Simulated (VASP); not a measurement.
A run of VASP 6.6.1 is set up as follows.

File INCAR:

```
SYSTEM = Si16C16O
ALGO     = Normal         ! electronic algorithm
EDIFF    = 1E-6           ! SCF threshold, eV
ENCUT    = 520            ! plane-wave cutoff, eV
GGA      = PE             ! functional
GGA_COMPAT= .False.      
ISIF     = 2              ! what is computed and relaxed
ISMEAR   = -1             ! smearing method
LASPH    = .True.         ! aspherical terms in the spheres
LCHARG   = .False.        ! write CHGCAR
LREAL    = Auto         
LWAVE    = .False.        ! write WAVECAR
NBANDS   = 89             ! bands
NELM     = 120            ! most SCF steps
PREC     = Accurate       ! precision mode
SIGMA    = 0.01           ! smearing width, eV
```

Contents of KPOINTS:

```
k-points
0
Gamma
  1 1 1
  0 0 0
```

The input POSCAR:

```
Si16C16O
1.0
   -4.3797050000      4.3797050000     -4.3797050000
    4.3797050000      4.3797050000      4.3797050000
    4.3797050000     -4.3797050000     -4.3797050000
Si C O
16 16 1
Direct
   -0.0023901153     -0.0009896785      0.7482630679
   -0.0037096106      0.2443743357      0.4930326358
   -0.0580781126      0.4978302192      0.2394235456
   -0.0030297703      0.7490636926     -0.0007574711
    0.2437909631     -0.0028383190      0.4988138471
    0.2546809660      0.2416496088      0.2485330633
    0.2546145231      0.4977890063     -0.0161824826
    0.2491373277      0.7506632296      0.7468380861
    0.4967397348     -0.0037307307      0.2473764786
    0.4840219832      0.2429721865     -0.0081907343
    0.5002828958      0.4978875290      0.7421474734
    0.5104242181      0.7548549503      0.5051941855
    0.7442581178     -0.0009483515     -0.0005784636
    0.7470220026      0.2480076854      0.7492046839
    0.7472464470      0.4977748501      0.4986746824
    0.7393318728      0.7520097815      0.2464078060
   -0.0038963811      0.0025554233     -0.0001365389
   -0.0035691902      0.2445796007      0.7419313630
   -0.0000863072      0.4977592098      0.4939836131
   -0.0151625509      0.7580716053      0.2498036968
    0.2413572375     -0.0044923117      0.7460234194
    0.2476272945      0.2478171475      0.4960942575
    0.3026864823      0.4985082329      0.2455301213
    0.2488535187      0.7509019443     -0.0039335983
    0.4929151621     -0.0048747575      0.4967051434
    0.5013634480      0.2464381733      0.2496160130
    0.5012164061      0.4978262235     -0.0127323644
    0.4976114830      0.7482699177      0.7466948116
    0.7437415305     -0.0006254987      0.2477454532
    0.7228462876      0.2376579016     -0.0106614487
    0.7514930800      0.4987646428      0.7465110093
    0.7519360322      0.7487967797      0.5004741187
    0.1024792766      0.4914882395      0.1420295431
```

Potentials or basis: VASP PAW PBE potentials, release 64 (Si, C, O).

Command:

```console
$ cat potpaw_PBE.64/Si/POTCAR potpaw_PBE.64/C/POTCAR potpaw_PBE.64/O/POTCAR > POTCAR
$ mpirun -np 1 vasp_gam > vasp.out
```

**Question.** Estimate the pressure.

**Answer.** 7.0 GPa.

**Question.** What does it give for the largest force?

**Answer.** 1.198 eV/Å.

**Question.** Predict the band gap on the k mesh.

**Answer.** 1.13 eV.

Stress tensor (GPa, compression positive):
```
 7.11 -4.10  4.03
-4.10  6.96 -4.22
 4.03 -4.22  7.07
```

Caveat: the k points lie up to 1.01 Å⁻¹ apart.
